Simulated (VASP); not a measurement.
Runs of VASP 6.6.1 on SrCl2. The typed cell holds 3 atoms: a = 4.916 Å, b = 4.916 Å, c = 4.916 Å, α = 59.96°, β = 59.96°, γ = 59.96°. 

| level | potentials or basis | k mesh | cutoff (eV) | smearing | gap on the mesh (eV) | pressure (GPa) |
| --- | --- | --- | --- | --- | --- | --- |
| r2SCAN | VASP PAW PBE potentials, release 64 (Sr_sv, Cl) | 8 × 8 × 1 | 550 | gaussian 0.01 eV | 6.01 | 0.1 |
| LDA | VASP PAW LDA potentials, release 64 (Sr_sv, Cl) | 4 × 4 × 4 | 500 | gaussian 0.01 eV | (a) | -2.4 |
| r2SCAN | VASP PAW PBE potentials, release 64 (Sr_sv, Cl) | 4 × 4 × 4 | 550 | fermi-dirac 0.2 eV | 5.98 | 0.8 |
| PBE | VASP PAW PBE potentials, release 64 (Sr_sv, Cl) | 2 × 2 × 2 | 500 | gaussian 0.01 eV | 5.37 | 1.8 |
| r2SCAN | VASP PAW PBE potentials, release 64 (Sr_sv, Cl) | 4 × 4 × 4 | 550 | methfessel-paxton 0.2 eV | 5.98 | 0.8 |
| r2SCAN+rVV10 | VASP PAW PBE potentials, release 64 (Sr_sv, Cl) | 4 × 4 × 4 | 550 | gaussian 0.01 eV | 5.86 | (b) |
| r2SCAN | VASP PAW PBE potentials, release 64 (Sr_sv, Cl) | 4 × 4 × 4 | 550 | gaussian 0.01 eV | 5.98 | 0.8 |
| r2SCAN | VASP PAW PBE potentials, release 64 (Sr_sv, Cl) | 4 × 4 × 4 | 550 | methfessel-paxton 0.5 eV | 5.99 | (c) |

Alike in all rows: task single point; no spin polarisation; cell as given.

Estimate the missing entries.

(a) 4.93; (b) 0.2; (c) 0.7.

Caveats: some runs use coarse meshes; the PAW data sets were made with another functional, which shifts forces and pressure a little (at least some runs); an odd mesh through Γ misses points on the zone boundary, where band edges can lie (at least some runs).

A k mesh can miss the band edges, and the runs leave out spin-orbit coupling on Sr.
